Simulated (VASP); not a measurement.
# AlRu (P4mm) in VASP: notebook

The runs below take AlRu through single point, with PBE.

All numbers are computed with VASP 6.6.1; they aren't measurements. Logs are shortened: lines on timing, memory, paths and dates and some standing lists are left out, and cuts for length are marked.

## Step 1: The cell of the first run

Symmetry: P4mm, No. 99, tetragonal system. Conventional cell: a = 3.004 Å, b = 3.004 Å, c = 3.004 Å, α = 90.00°, β = 90.00°, γ = 90.00°. Within 3.1 Å of Al (site symmetry 4mm) lie 8 Ru at 2.37 to 2.88 Å and 6 Al at 3.00 Å. Ru (site symmetry 4mm) has 8 Al at 2.37 to 2.88 Å and 6 Ru at 3.00 Å within 3.1 Å.

## Step 2: Single point, PBE (atom 1 (Al) moved by (+0.000, -0.450) A along [1 1 0] and z)

INCAR reads:

```
PREC = Accurate
ENCUT = 520
EDIFF = 1E-6
ISMEAR = 0
SIGMA = 0.15
LREAL = False
LASPH = True
NELM = 60
ALGO = Fast
ISIF = 2
LWAVE = False
LCHARG = False
GGA = PE
NBANDS = 16
```

KPOINTS reads:

```
Automatic mesh
0
Gamma
  20 20 20
```

POSCAR reads:

```
AlRu
1.0
    3.0040847246      0.0000000000      0.0000000000
    0.0000000000      3.0040847246      0.0000000000
    0.0000000000      0.0000000000      3.0040847246
Al Ru
1 1
Direct
    0.0000000000      0.0000000000     -0.1497960415
    0.5000000000      0.5000000000      0.5000000000
```

Potentials or basis: VASP PAW PBE potentials, release 64 (Al, Ru_pv).

On the command line:

```
$ cat potpaw_PBE.64/Al/POTCAR potpaw_PBE.64/Ru_pv/POTCAR > POTCAR
$ mpirun -np 1 vasp_std > vasp.out
```

OUTCAR:

```text
PREC = Accurate
   ENCUT = 520
   EDIFF = 1E-6
   ISMEAR = 0
   LREAL = False
   LASPH = True
   NELM = 60
   ISIF = 2
   GGA = PE

 ion  position               nearest neighbor table
   1  0.000  0.000  0.850-   2 2.37   2 2.37   2 2.37   2 2.37   2 2.88   2 2.88   2 2.88   2 2.88

   2  0.500  0.500  0.500-   1 2.37   1 2.37   1 2.37   1 2.37   1 2.88   1 2.88   1 2.88   1 2.88

  LATTYP: Found a simple cubic cell.
 ALAT       =     3.0040847246

  Lattice vectors:

 A1 = (   3.0040847246,   0.0000000000,   0.0000000000)
 A2 = (   0.0000000000,   3.0040847246,   0.0000000000)
 A3 = (   0.0000000000,   0.0000000000,   3.0040847246)

Analysis of symmetry for initial positions (statically):
=====================================================================
 Subroutine PRICEL returns:
 Original cell was already a primitive cell.

 Routine SETGRP: Setting up the symmetry group for a
 simple cubic supercell.

 Subroutine GETGRP returns: Found  8 space group operations
 (whereof  8 operations were pure point group operations)
 out of a pool of 48 trial point group operations.

The static configuration has the point symmetry C_4v.

Analysis of symmetry for dynamics (positions and initial velocities):
=====================================================================
 Subroutine PRICEL returns:
 Original cell was already a primitive cell.

 Routine SETGRP: Setting up the symmetry group for a
 simple cubic supercell.

 Subroutine GETGRP returns: Found  8 space group operations
 (whereof  8 operations were pure point group operations)
 out of a pool of 48 trial point group operations.

The dynamic configuration has the point symmetry C_4v.

 Subroutine INISYM returns: Found  8 space group operations
 (whereof  8 operations are pure point group operations),
 and found     1 'primitive' translations

----------------------------------------------------------------------------------------

                                     Primitive cell

  volume of cell :      27.1104

  direct lattice vectors                    reciprocal lattice vectors
     3.004084725  0.000000000  0.000000000     0.332880092  0.000000000  0.000000000
     0.000000000  3.004084725  0.000000000     0.000000000  0.332880092  0.000000000
     0.000000000  0.000000000  3.004084725     0.000000000  0.000000000  0.332880092

  length of vectors
     3.004084725  3.004084725  3.004084725     0.332880092  0.332880092  0.332880092

  position of ions in fractional coordinates (direct lattice)
     0.000000000  0.000000000  0.850203959
     0.500000000  0.500000000  0.500000000

  ion indices of the primitive-cell ions
   primitive index   ion index
                 1           1
                 2           2

----------------------------------------------------------------------------------------

 KPOINTS: Automatic mesh

Automatic generation of k-mesh.
 Grid dimensions read from file:
 generate k-points for:   20   20   20

 Generating k-lattice:

  Cartesian coordinates                     Fractional coordinates (reciprocal lattice)
     0.016644005  0.000000000  0.000000000     0.050000000  0.000000000  0.000000000
     0.000000000  0.016644005  0.000000000     0.000000000  0.050000000  0.000000000
     0.000000000  0.000000000  0.016644005     0.000000000  0.000000000  0.050000000

  Length of vectors
     0.016644005  0.016644005  0.016644005

  Shift w.r.t. Gamma in fractional coordinates (k-lattice)
     0.000000000  0.000000000  0.000000000

 Subroutine IBZKPT returns following result:
 ===========================================

 Found    726 irreducible k-points:

 Following reciprocal coordinates:
            Coordinates               Weight
  0.000000  0.000000  0.000000      1.000000
  0.050000  0.000000  0.000000      4.000000
  0.000000  0.000000  0.050000      2.000000
  0.100000  0.000000  0.000000      4.000000
  0.000000  0.000000  0.100000      2.000000
  0.150000  0.000000  0.000000      4.000000
[... 16 lines left out ...]
  0.000000  0.050000  0.050000      8.000000
  0.100000  0.050000  0.000000      8.000000
 [... further k-points ...]
   k-points           NKPTS =    726   k-points in BZ     NKDIM =    726   number of bands    NBANDS=     16
   number of dos      NEDOS =    301   number of ions     NIONS =      2
   total plane-waves  NPLWV =  13824
   dimension x,y,z NGX =    24 NGY =   24 NGZ =   24
   dimension x,y,z NGXF=    48 NGYF=   48 NGZF=   48
   ions per type =               1   1
   NGX,Y,Z   is equivalent  to a cutoff of  13.28, 13.28, 13.28 a.u.
   NGXF,Y,Z  is equivalent  to a cutoff of  26.56, 26.56, 26.56 a.u.
 SYSTEM =  unknown system
   PREC   = accura    normal or accurate (medium, high low for compatibility)
   ISTART =      0    job   : 0-new  1-cont  2-samecut
   ICHARG =      2    charge: 1-file 2-atom 10-const
   ISPIN  =      1    spin polarized calculation?
   LNONCOLLINEAR =      F non collinear calculations
   LSORBIT =      F    spin-orbit coupling
   LASPH  =      T    aspherical Exc in radial PAW
   ENCUT  =  520.0 eV  38.22 Ry    6.18 a.u.   5.59  5.59  5.59*2*pi/ulx,y,z
   NELM   =     60;   NELMIN=  2; NELMDL= -5     # of ELM steps
   EDIFF  = 0.1E-05   stopping-criterion for ELM
   LREAL  =      F    real-space projection
   EDIFFG = 0.1E-04   stopping-criterion for IOM
   NSW    =      0    number of steps for IOM
   IBRION =     -1    ionic relax: 0-MD 1-quasi-New 2-CG
   NFREE  =      0    steps in history (QN), initial steepest desc. (CG)
   ISIF   =      2    stress and relaxation
   ISYM   =      2    0-nonsym 1-usesym 2-fastsym
   POTIM  = 0.5000    time-step for ionic-motion
   TEBEG  =    0.0;   TEEND  =   0.0 temperature during run
   PSTRESS=    0.0 pullay stress
   NELECT =      17.0000    total number of electrons
   NUPDOWN=      -1.0000    fix difference up-down
   EMIN   =  10.00;   EMAX   =-10.00  energy-range for DOS
   EFERMI =   0.00;   METHOD = LEGACY
   ISMEAR =     0;   SIGMA  =   0.15  broadening in eV -4-tet -1-fermi 0-gaus
   EFERMI_NEDOS =   21; number of points for ismear=-14 and -15
   IALGO  =     68    algorithm
   IMIX   =      4    mixing-type and parameters
     AMIX     =   0.40;   BMIX     =  1.00
     AMIX_MAG =   1.60;   BMIX_MAG =  1.00
  volume/ion in A,a.u.               =      13.56        91.48
  Fermi-wavevector in a.u.,A,eV,Ry     =   1.401239  2.647958 26.714651  1.963471
  Thomas-Fermi vector in A             =   2.524120
   LORBIT       =      0    0 simple, 1 ext, 2 COOP (PROOUT), +10 PAW based schemes
   GGA     = PE    functional components
   LHFCALC =     F    Hartree Fock is set to
   AEXX    =    0.0000 exact exchange contribution
   IVDW    =     0    specifies the selected vdW correction
   LEPSILON=     F    determine dielectric tensor
   LRPA    =     F    only Hartree local field effects (RPA)
 non-spin polarized calculation
 RMM-DIIS sequential band-by-band and
 Gauss-broadening in eV      SIGMA  =   0.15
  energy-cutoff  :      520.00
  volume of cell :       27.11
 maximum number of plane-waves:       743
 NGX is ok and might be reduce to    24
   NGX = 11   NGY = 11   NGZ = 11

 number of electron      16.9999996 magnetization

 Free energy of the ion-electron system (eV)
  ---------------------------------------------------
  ext. energy  EPLUGINS =         0.00000000
  ---------------------------------------------------
  free energy    TOTEN  =       -13.53376100 eV

  energy without entropy =      -13.51545637  energy(sigma->0) =      -13.52460869

 E-fermi :  10.4342     XC(G=0): -12.4449

 val. band max:       10.4333656105   @ k =   0.3000   0.4000   0.3500
 cond. band min:      10.4343656615   @ k =   0.1000   0.0000   0.0000
 fundamental gap:      0.0010000510
 Fermi energy:        10.4341763705

 k-point     1 :       0.0000    0.0000    0.0000
  band No.  band energies     occupation
      1     -31.2575      2.00000
      2     -31.2575      2.00000
      3     -31.2211      2.00000
      4       0.9882      2.00000
      5       6.7461      2.00000
      6       6.9234      2.00000
[... 8 lines left out ...]
     15      22.7684      0.00000
     16      24.5715      0.00000

 k-point     2 :       0.0500    0.0000    0.0000
  band No.  band energies     occupation
      1     -31.2626      2.00000
      2     -31.2570      2.00000
      3     -31.2207      2.00000
      4       1.0367      2.00000
      5       6.7640      2.00000
      6       6.9412      2.00000
[... 8 lines left out ...]
     15      22.7687      0.00000
     16      24.7324      0.00000

 k-point     3 :       0.0000    0.0000    0.0500
  band No.  band energies     occupation
      1     -31.2571      2.00000
      2     -31.2571      2.00000
      3     -31.2260      2.00000
      4       1.0341      2.00000
      5       6.7612      2.00000
      6       6.9404      2.00000
[... 8 lines left out ...]
     15      22.7686      0.00000
     16      24.6616      0.00000

 k-point     4 :       0.1000    0.0000    0.0000
  band No.  band energies     occupation
      1     -31.2775      2.00000
      2     -31.2558      2.00000
      3     -31.2194      2.00000
      4       1.1811      2.00000
      5       6.8124      2.00000
      6       6.9930      2.00000
[... 8 lines left out ...]
     15      22.7695      0.00000
     16      25.2458      0.00000
[... 324 lines left out ...]
 k-point    22 :       0.0500    0.0500    0.0000
  band No.  band energies     occupation
      1     -31.2625      2.00000
      2     -31.2619      2.00000
      3     -31.2202      2.00000
      4       1.0851      2.00000
      5       6.7827      2.00000
      6       6.9587      2.00000
[... 8 lines left out ...]
     15      22.7688      0.00000
     16      24.8727      0.00000

 k-point    23 :       0.0000    0.0500    0.0500
  band No.  band energies     occupation
      1     -31.2622      2.00000
      2     -31.2566      2.00000
      3     -31.2255      2.00000
      4       1.0825      2.00000
      5       6.7790      2.00000
      6       6.9588      2.00000
[... 8 lines left out ...]
     15      22.7688      0.00000
     16      24.8138      0.00000

 k-point    24 :       0.1000    0.0500    0.0000
  band No.  band energies     occupation
      1     -31.2771      2.00000
      2     -31.2609      2.00000
      3     -31.2189      2.00000
      4       1.2289      2.00000
      5       6.8336      2.00000
      6       7.0095      2.00000
[... 8 lines left out ...]
     15      22.7694      0.00000
     16      25.3340      0.00000

 [... further k-points ...]
[... 5 lines left out ...]
  --------------------------------------------------------------------------------------
  -------------------------------------------------------------------------------------
  Total        3.2644372      3.2644372      0.5846764      0.0000000      0.0000000      0.0000000
  in kB      192.9222728    192.9222728     34.5533062      0.0000000      0.0000000      0.0000000
  external PRESSURE =     140.1326173 kB  Pullay stress =       0.0000000 kB

 VOLUME and BASIS-vectors are now :
 -----------------------------------------------------------------------------
  energy-cutoff  :      520.00
  volume of cell :       27.11
      direct lattice vectors                 reciprocal lattice vectors
     3.004084725  0.000000000  0.000000000     0.332880092  0.000000000  0.000000000
     0.000000000  3.004084725  0.000000000     0.000000000  0.332880092  0.000000000
     0.000000000  0.000000000  3.004084725     0.000000000  0.000000000  0.332880092

 POSITION                                       TOTAL-FORCE (eV/Angst)
 -----------------------------------------------------------------------------------
      0.00000      0.00000      2.55408         0.000000     -0.000000      3.153398
      1.50204      1.50204      1.50204         0.000000      0.000000     -3.153398
 -----------------------------------------------------------------------------------
    total drift:                                0.000000     -0.000000      0.001088

  FREE ENERGIE OF THE ION-ELECTRON SYSTEM (eV)
  ---------------------------------------------------
  free  energy   TOTEN  =       -13.5337610043 eV

  energy  without entropy=      -13.5154563708  energy(sigma->0) =      -13.52460869
```

Run time: 3.4 min. Hardware: 1 thread of Intel Xeon 8259CL, shared host; peak memory 0.39 GiB.

What came out:

```
Free energy            : -13.5338 eV
Pressure               : 14.0 GPa
Largest force          : 3.153 eV/Å
Band gap on the k mesh : zero (an odd number of electrons rules out a gap without spin polarisation)
```

Forces in eV/Å, atoms in the order of the input:
```
Al   0.000  0.000  3.153
Ru   0.000  0.000 -3.153
```

Stress tensor (GPa, compression positive):
```
19.29  0.00  0.00
 0.00 19.29  0.00
 0.00  0.00  3.46
```

Levels at points of the mesh, in eV from the Fermi level:
| k point | band 5 | band 6 | band 7 | band 8 | band 9 | band 10 | band 11 | band 12 | band 13 | band 14 |
| --- | --- | --- | --- | --- | --- | --- | --- | --- | --- | --- |
| (0.00, 0.00, 0.00) | -3.69 | -3.51 | -0.06 | 0.20 | 0.20 | 6.32 | 6.32 | 6.52 | 10.95 | 11.49 |
| (0.50, 0.00, 0.00) | -5.33 | -2.81 | -1.86 | -1.41 | 0.39 | 2.20 | 7.63 | 10.84 | 11.53 | 12.04 |
| (0.00, 0.00, 0.50) | -4.91 | -3.00 | -1.45 | -1.45 | 0.16 | 2.48 | 8.17 | 10.56 | 10.56 | 13.10 |
| (0.50, 0.50, 0.00) | -2.71 | -1.83 | -1.83 | -0.26 | -0.26 | 1.50 | 5.06 | 5.61 | 12.46 | 12.98 |
| (0.00, 0.50, 0.50) | -3.46 | -1.46 | -1.25 | -1.06 | -0.71 | 1.50 | 5.41 | 5.84 | 11.03 | 12.34 |
| (0.50, 0.50, 0.50) | -4.35 | -4.35 | 1.58 | 1.61 | 2.34 | 3.85 | 3.85 | 4.59 | 8.80 | 8.80 |

Caveat: the cell differs from its parent crystal (atom 1 (Al) moved by (+0.000, -0.450) A along [1 1 0] and z); the cell stands under pressure; forces of over 1 eV/Å act on the atoms, so gaps and moduli don't describe the material at rest.

[end of part 1 of 2]
